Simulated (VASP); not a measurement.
# SrTiO3 (R-3m) in VASP: further runs

SrTiO3 is run at these levels: PBE; tasks: single point.

Everything below comes from runs of VASP 6.6.1. Logs are shortened: lines on timing, memory, paths and dates and some standing lists are left out, and cuts for length are marked.

### 1 The cell of the first run

Symmetry: R-3m, No. 166, trigonal system. Conventional cell: a = 6.240 Å, b = 6.240 Å, c = 5.426 Å, α = 90.00°, β = 90.00°, γ = 120.00°. Sr (site symmetry -3m) has 12 O at 2.55 to 3.12 Å and 2 Ti at 2.71 Å within 3.4 Å. Within 2.7 Å of Ti (site symmetry -3m) lie 6 O at 2.02 Å. Within 2.7 Å of O (site symmetry 2/m) lie 2 Ti at 2.02 Å and 2 Sr at 2.55 Å and 4 O at 2.55 Å.

### 2 Single point, PBE

The input, INCAR:

```
ALGO     = Normal         # electronic algorithm
EDIFF    = 1E-6           # SCF threshold, eV
ENCUT    = 520            # plane-wave cutoff, eV
GGA      = PE             # functional
ISIF     = 2              # what is computed and relaxed
ISMEAR   = 0              # smearing method
LASPH    = True           # aspherical terms in the spheres
LCHARG   = False          # write CHGCAR
LREAL    = False          # projectors in reciprocal space
LWAVE    = False          # write WAVECAR
NBANDS   = 28             # bands
NELM     = 80             # most SCF steps
PREC     = Accurate       # precision mode
SIGMA    = 0.05           # smearing width, eV
```

The input, KPOINTS:

```
k-points
0
Gamma
  8 8 8
```

The input, POSCAR:

```
SrTiO3
1.0
    3.9859165616     -0.4265371966     -0.4265371966
   -0.4265371966      3.9859165616     -0.4265371966
   -0.4265371966     -0.4265371966      3.9859165616
Sr Ti O
1 1 3
Direct
    0.0000000000      0.0000000000      0.0000000000
    0.5000000000      0.5000000000      0.5000000000
    0.0000000000      0.5000000000      0.5000000000
    0.5000000000      0.0000000000      0.5000000000
    0.5000000000      0.5000000000      0.0000000000
```

Potentials or basis: VASP PAW PBE potentials, release 64 (Sr_sv, Ti_sv, O).

The run is started by

```
cat potpaw_PBE.64/Sr_sv/POTCAR potpaw_PBE.64/Ti_sv/POTCAR potpaw_PBE.64/O/POTCAR > POTCAR
mpirun -np 1 vasp_std > vasp.out
```

OUTCAR:

```text
EDIFF = 1E-6
   ENCUT = 520
   GGA = PE
   ISIF = 2
   ISMEAR = 0
   LASPH = True
   LREAL = False
   NELM = 80
   PREC = Accurate

 ion  position               nearest neighbor table
   1  0.000  0.000  0.000-   3 2.55   4 2.55   5 2.55   3 2.55   4 2.55   5 2.55   2 2.71   2 2.71
                             3 3.12   4 3.12   5 3.12   4 3.12   3 3.12   5 3.12   2 3.71   2 3.71
   2  0.500  0.500  0.500-   3 2.02   4 2.02   5 2.02   5 2.02   4 2.02   3 2.02   1 2.71   1 2.71
                             1 3.71   1 3.71   1 3.71   1 3.71   1 3.71   1 3.71
   3  0.000  0.500  0.500-   2 2.02   2 2.02   1 2.55   1 2.55   1 3.12   1 3.12
   4  0.500  0.000  0.500-   2 2.02   2 2.02   1 2.55   1 2.55   1 3.12   1 3.12
   5  0.500  0.500  0.000-   2 2.02   2 2.02   1 2.55   1 2.55   1 3.12   1 3.12

  LATTYP: Found a trigonal (rhomboedric) cell.
 ALAT       =     4.0313023697
 COS(alpha) =    -0.1980352222

  Lattice vectors:

 A1 = (   3.9859165616,  -0.4265371966,  -0.4265371966)
 A2 = (  -0.4265371966,   3.9859165616,  -0.4265371966)
 A3 = (  -0.4265371966,  -0.4265371966,   3.9859165616)

Analysis of symmetry for initial positions (statically):
=====================================================================
 Subroutine PRICEL returns:
 Original cell was already a primitive cell.

 Routine SETGRP: Setting up the symmetry group for a
 trigonal (rhombohedral) supercell.

 Subroutine GETGRP returns: Found 12 space group operations
 (whereof 12 operations were pure point group operations)
 out of a pool of 12 trial point group operations.

The static configuration has the point symmetry D_3d.

Analysis of symmetry for dynamics (positions and initial velocities):
=====================================================================
 Subroutine PRICEL returns:
 Original cell was already a primitive cell.

 Routine SETGRP: Setting up the symmetry group for a
 trigonal (rhombohedral) supercell.

 Subroutine GETGRP returns: Found 12 space group operations
 (whereof 12 operations were pure point group operations)
 out of a pool of 12 trial point group operations.

The dynamic configuration has the point symmetry D_3d.

 Subroutine INISYM returns: Found 12 space group operations
 (whereof 12 operations are pure point group operations),
 and found     1 'primitive' translations

----------------------------------------------------------------------------------------

                                     Primitive cell

  volume of cell :      60.9956

  direct lattice vectors                    reciprocal lattice vectors
     3.985916562 -0.426537197 -0.426537197     0.257487171  0.030855901  0.030855901
    -0.426537197  3.985916562 -0.426537197     0.030855901  0.257487171  0.030855901
    -0.426537197 -0.426537197  3.985916562     0.030855901  0.030855901  0.257487171

  length of vectors
     4.031302370  4.031302370  4.031302370     0.261158604  0.261158604  0.261158604

  position of ions in fractional coordinates (direct lattice)
     0.000000000  0.000000000  0.000000000
     0.500000000  0.500000000  0.500000000
     0.000000000  0.500000000  0.500000000
     0.500000000  0.000000000  0.500000000
     0.500000000  0.500000000  0.000000000

  ion indices of the primitive-cell ions
   primitive index   ion index
                 1           1
                 2           2
                 3           3
                 4           4
                 5           5

----------------------------------------------------------------------------------------

 KPOINTS: k-points

Automatic generation of k-mesh.
 Grid dimensions read from file:
 generate k-points for:    8    8    8

 Generating k-lattice:

  Cartesian coordinates                     Fractional coordinates (reciprocal lattice)
     0.032185896  0.003856988  0.003856988     0.125000000  0.000000000  0.000000000
     0.003856988  0.032185896  0.003856988     0.000000000  0.125000000  0.000000000
     0.003856988  0.003856988  0.032185896     0.000000000  0.000000000  0.125000000

  Length of vectors
     0.032644825  0.032644825  0.032644825

  Shift w.r.t. Gamma in fractional coordinates (k-lattice)
     0.000000000  0.000000000  0.000000000

 Subroutine IBZKPT returns following result:
 ===========================================

 Found     65 irreducible k-points:

 Following reciprocal coordinates:
            Coordinates               Weight
  0.000000  0.000000  0.000000      1.000000
  0.125000  0.000000  0.000000      6.000000
  0.250000  0.000000  0.000000      6.000000
  0.375000  0.000000  0.000000      6.000000
  0.500000  0.000000  0.000000      3.000000
  0.125000  0.125000  0.000000      6.000000
[... 16 lines left out ...]
  0.250000  0.125000  0.125000      6.000000
  0.375000  0.125000  0.125000      6.000000
 [... further k-points ...]
   k-points           NKPTS =     65   k-points in BZ     NKDIM =     65   number of bands    NBANDS=     28
   number of dos      NEDOS =    301   number of ions     NIONS =      5
   total plane-waves  NPLWV =  27000
   dimension x,y,z NGX =    30 NGY =   30 NGZ =   30
   dimension x,y,z NGXF=    60 NGYF=   60 NGZF=   60
   ions per type =               1   1   3
   NGX,Y,Z   is equivalent  to a cutoff of  12.37, 12.37, 12.37 a.u.
   NGXF,Y,Z  is equivalent  to a cutoff of  24.74, 24.74, 24.74 a.u.
 SYSTEM =  unknown system
   PREC   = accura    normal or accurate (medium, high low for compatibility)
   ISTART =      0    job   : 0-new  1-cont  2-samecut
   ICHARG =      2    charge: 1-file 2-atom 10-const
   ISPIN  =      1    spin polarized calculation?
   LNONCOLLINEAR =      F non collinear calculations
   LSORBIT =      F    spin-orbit coupling
   LASPH  =      T    aspherical Exc in radial PAW
   ENCUT  =  520.0 eV  38.22 Ry    6.18 a.u.   7.50  7.50  7.50*2*pi/ulx,y,z
   NELM   =     80;   NELMIN=  2; NELMDL= -5     # of ELM steps
   EDIFF  = 0.1E-05   stopping-criterion for ELM
   LREAL  =      F    real-space projection
   EDIFFG = 0.1E-04   stopping-criterion for IOM
   NSW    =      0    number of steps for IOM
   IBRION =     -1    ionic relax: 0-MD 1-quasi-New 2-CG
   NFREE  =      0    steps in history (QN), initial steepest desc. (CG)
   ISIF   =      2    stress and relaxation
   ISYM   =      2    0-nonsym 1-usesym 2-fastsym
   POTIM  = 0.5000    time-step for ionic-motion
   TEBEG  =    0.0;   TEEND  =   0.0 temperature during run
   PSTRESS=    0.0 pullay stress
   NELECT =      40.0000    total number of electrons
   NUPDOWN=      -1.0000    fix difference up-down
   EMIN   =  10.00;   EMAX   =-10.00  energy-range for DOS
   EFERMI =   0.00;   METHOD = LEGACY
   ISMEAR =     0;   SIGMA  =   0.05  broadening in eV -4-tet -1-fermi 0-gaus
   EFERMI_NEDOS =   21; number of points for ismear=-14 and -15
   IALGO  =     38    algorithm
   IMIX   =      4    mixing-type and parameters
     AMIX     =   0.40;   BMIX     =  1.00
     AMIX_MAG =   1.60;   BMIX_MAG =  1.00
  volume/ion in A,a.u.               =      12.20        82.32
  Fermi-wavevector in a.u.,A,eV,Ry     =   1.422313  2.687782 27.524240  2.022975
  Thomas-Fermi vector in A             =   2.543030
   LORBIT       =      0    0 simple, 1 ext, 2 COOP (PROOUT), +10 PAW based schemes
   GGA     = PE    functional components
   LHFCALC =     F    Hartree Fock is set to
   AEXX    =    0.0000 exact exchange contribution
   IVDW    =     0    specifies the selected vdW correction
   LEPSILON=     F    determine dielectric tensor
   LRPA    =     F    only Hartree local field effects (RPA)
 non-spin polarized calculation
 Gauss-broadening in eV      SIGMA  =   0.05
  energy-cutoff  :      520.00
  volume of cell :       61.00
 maximum number of plane-waves:      1663
 NGX is ok and might be reduce to    30
   NGX = 15   NGY = 15   NGZ = 15

 number of electron      40.0000016 magnetization

 Free energy of the ion-electron system (eV)
  ---------------------------------------------------
  ext. energy  EPLUGINS =         0.00000000
  ---------------------------------------------------
  free energy    TOTEN  =       -36.75692245 eV

  energy without entropy =      -36.75679564  energy(sigma->0) =      -36.75685904

 E-fermi :   4.6598     XC(G=0): -11.1081

 val. band max:        4.6002116585   @ k =   0.5000   0.5000   0.3750
 cond. band min:       4.6806919259   @ k =   0.5000   0.5000   0.5000
 fundamental gap:      0.0804802674
 Fermi energy:         4.6597820994

 k-point     1 :       0.0000    0.0000    0.0000
  band No.  band energies     occupation
      1     -52.8407      2.00000
      2     -29.3457      2.00000
      3     -29.0891      2.00000
      4     -28.9469      2.00000
      5     -28.9469      2.00000
      6     -13.3154      2.00000
[... 20 lines left out ...]
     27       9.7686      0.00000
     28       9.7686      0.00000

 k-point     2 :       0.1250    0.0000    0.0000
  band No.  band energies     occupation
      1     -52.8406      2.00000
      2     -29.3997      2.00000
      3     -29.0329      2.00000
      4     -28.9499      2.00000
      5     -28.9467      2.00000
      6     -13.3575      2.00000
[... 20 lines left out ...]
     27       9.9263      0.00000
     28      10.0137      0.00000

 k-point     3 :       0.2500    0.0000    0.0000
  band No.  band energies     occupation
      1     -52.8403      2.00000
      2     -29.4873      2.00000
      3     -28.9741      2.00000
      4     -28.9462      2.00000
      5     -28.9231      2.00000
      6     -13.4896      2.00000
[... 20 lines left out ...]
     27      10.3464      0.00000
     28      10.8178      0.00000

 k-point     4 :       0.3750    0.0000    0.0000
  band No.  band energies     occupation
      1     -52.8399      2.00000
      2     -29.5514      2.00000
      3     -28.9804      2.00000
      4     -28.9457      2.00000
      5     -28.8544      2.00000
      6     -13.6375      2.00000
[... 20 lines left out ...]
     27      10.7633      0.00000
     28      11.4186      0.00000

 k-point     5 :       0.5000    0.0000    0.0000
  band No.  band energies     occupation
      1     -52.8397      2.00000
      2     -29.5743      2.00000
      3     -28.9846      2.00000
      4     -28.9455      2.00000
      5     -28.8280      2.00000
      6     -13.6990      2.00000
[... 20 lines left out ...]
     27      10.9239      0.00000
     28      11.3480      0.00000

 k-point     6 :       0.1250    0.1250    0.0000
  band No.  band energies     occupation
      1     -52.8404      2.00000
      2     -29.4861      2.00000
      3     -28.9552      2.00000
      4     -28.9549      2.00000
      5     -28.9287      2.00000
      6     -13.4443      2.00000
[... 463 lines left out ...]
      5     -28.9616      2.00000
      6     -12.9338      2.00000
[... 20 lines left out ...]
     27      12.8634      0.00000
     28      13.0723      0.00000

 k-point    22 :       0.1250    0.1250    0.1250
  band No.  band energies     occupation
      1     -52.8403      2.00000
      2     -29.5494      2.00000
      3     -28.9548      2.00000
      4     -28.9548      2.00000
      5     -28.8613      2.00000
      6     -13.5141      2.00000
[... 20 lines left out ...]
     27      10.2746      0.00000
     28      10.4397      0.00000

 k-point    23 :       0.2500    0.1250    0.1250
  band No.  band energies     occupation
      1     -52.8399      2.00000
      2     -29.5728      2.00000
      3     -28.9680      2.00000
      4     -28.9543      2.00000
      5     -28.8314      2.00000
      6     -13.5546      2.00000
[... 20 lines left out ...]
     27      10.7298      0.00000
     28      10.8416      0.00000

 k-point    24 :       0.3750    0.1250    0.1250
  band No.  band energies     occupation
      1     -52.8396      2.00000
      2     -29.5519      2.00000
      3     -28.9815      2.00000
      4     -28.9537      2.00000
      5     -28.8528      2.00000
      6     -13.5571      2.00000
[... 20 lines left out ...]
     27      11.1237      0.00000
     28      11.6062      0.00000

 [... further k-points ...]
[... 5 lines left out ...]
  --------------------------------------------------------------------------------------
  -------------------------------------------------------------------------------------
  Total        2.1045960      2.1045960      2.1045960      9.6108763      9.6108763      9.6108763
  in kB       55.2815845     55.2815845     55.2815845    252.4496202    252.4496202    252.4496202
  external PRESSURE =      55.2815845 kB  Pullay stress =       0.0000000 kB

 VOLUME and BASIS-vectors are now :
 -----------------------------------------------------------------------------
  energy-cutoff  :      520.00
  volume of cell :       61.00
      direct lattice vectors                 reciprocal lattice vectors
     3.985916562 -0.426537197 -0.426537197     0.257487171  0.030855901  0.030855901
    -0.426537197  3.985916562 -0.426537197     0.030855901  0.257487171  0.030855901
    -0.426537197 -0.426537197  3.985916562     0.030855901  0.030855901  0.257487171

 POSITION                                       TOTAL-FORCE (eV/Angst)
 -----------------------------------------------------------------------------------
      0.00000      0.00000      0.00000        -0.000000      0.000000      0.000000
      1.56642      1.56642      1.56642         0.000000     -0.000000     -0.000000
     -0.42654      1.77969      1.77969        -0.000000      0.000000      0.000000
      1.77969     -0.42654      1.77969        -0.000000      0.000000      0.000000
      1.77969      1.77969     -0.42654         0.000000     -0.000000      0.000000
 -----------------------------------------------------------------------------------
    total drift:                               -0.000000      0.000000     -0.000000

  FREE ENERGIE OF THE ION-ELECTRON SYSTEM (eV)
  ---------------------------------------------------
  free  energy   TOTEN  =       -36.7569224503 eV

  energy  without entropy=      -36.7567956362  energy(sigma->0) =      -36.75685904
```

It took 48 s on 1 thread of Intel Xeon 6975P-C (Granite Rapids), shared host; peak memory 0.24 GiB.

Results:

```
Free energy            : -36.7569 eV
Pressure               : 5.5 GPa
Band gap on the k mesh : zero (band 20 reaches 4.68 eV, above the bottom of band 21 at 4.49 eV)
```

Caveat: semilocal functionals often make such compounds metallic where correlation or magnetic order opens a gap, which also shifts bond lengths.

(Part 1 of 3 ends here.)
